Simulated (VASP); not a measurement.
Wanted: the native input for a VASP 6.6.1 run.

| Item | Value |
| --- | --- |
| Task | relaxation of cell and atoms |
| Functional | PBE |
| Potentials or basis | VASP PAW PBE potentials, release 64 (Tm_3, I), 4f in core |
| Cutoff | 500 eV |
| k mesh | 3 × 3 × 3 |
| Occupations | gaussian, width 0.2 eV |
| Spin | no spin polarisation |
| Dipole correction | no |
| Further INCAR settings | ALGO = Normal; EDIFF = 1e-07; IBRION = 2; EDIFFG = -0.08; NSW = 36; ISIF = 3 |

The structure of TmI4 lies in POSCAR:

```
TmI4
1.0
    6.0352215900      0.0000000000      0.0000000000
   -3.0176108000      5.2266552200      0.0000000000
    0.0000000000      0.0000000000      6.6354342000
Tm I
1 4
Direct
    0.0000000000      0.0000000000      0.0000000000
    0.3333333300      0.6666666700      0.2785433000
    0.6666666700      0.3333333300      0.2785433000
    0.6666666700      0.3333333300      0.7214567000
    0.3333333300      0.6666666700      0.7214567000
```

The cell was generated, and may not be a known phase.

The input as run:

INCAR

```
ALGO = Normal
EDIFF = 1E-7
EDIFFG = -0.08
ENCUT = 500
GGA = PE
GGA_COMPAT = False
IBRION = 2
ISIF = 3
ISMEAR = 0
LASPH = True
LCHARG = False
LMAXMIX = 6
LREAL = False
LWAVE = False
NELM = 200
NELMIN = 4
NSW = 36
PREC = Accurate
SIGMA = 0.2
```

KPOINTS

```
k-points
0
Gamma
  3 3 3
```

Potentials or basis: VASP PAW PBE potentials, release 64 (Tm_3, I), 4f in core.

Run with:

```bash
$ cat potpaw_PBE.64/Tm_3/POTCAR potpaw_PBE.64/I/POTCAR > POTCAR
$ mpirun -np 1 vasp_std > vasp.out
```

Results of the run:

```
Relaxed volume                        : 43.59 Å³/atom
Relaxed cell                          : a = 5.564 Å, b = 5.564 Å, c = 8.128 Å, α = 90.00°, β = 90.00°, γ = 120.00°
Space group after relaxing (to 0.1 Å) : P6/mmm (No. 191)
Energy gained by relaxing             : 342.5 meV/atom
Ionic steps                           : 10
Pressure after relaxing               : -0.1 GPa
Largest force after relaxing          : 0.026 eV/Å
Band gap on the k mesh                : zero (an odd number of electrons rules out a gap without spin polarisation)
```

Caveat: the k points lie up to 0.43 Å⁻¹ apart in the final cell, too coarse for converged energies and pressures of a metal; a cell axis changed by over 15 % at a fixed basis, so the end point is rough; spin-orbit coupling is left out, which moves the levels of the heavy elements; this functional lacks dispersion, which binds layers or chains, so the pressure and a relaxed spacing across them are unreliable; the 4f electrons are frozen in the core, so they carry no moment and show no levels; an odd number of electrons without spin polarisation forces a metal; a magnetic or distorted state may lie lower; the run has no spin polarisation, though such a crystal can be magnetic.

It took 2.9 min on 1 thread of Intel(R) Xeon(R) 6975P-C (Granite Rapids), on a shared host, peak memory 0.34 GiB.
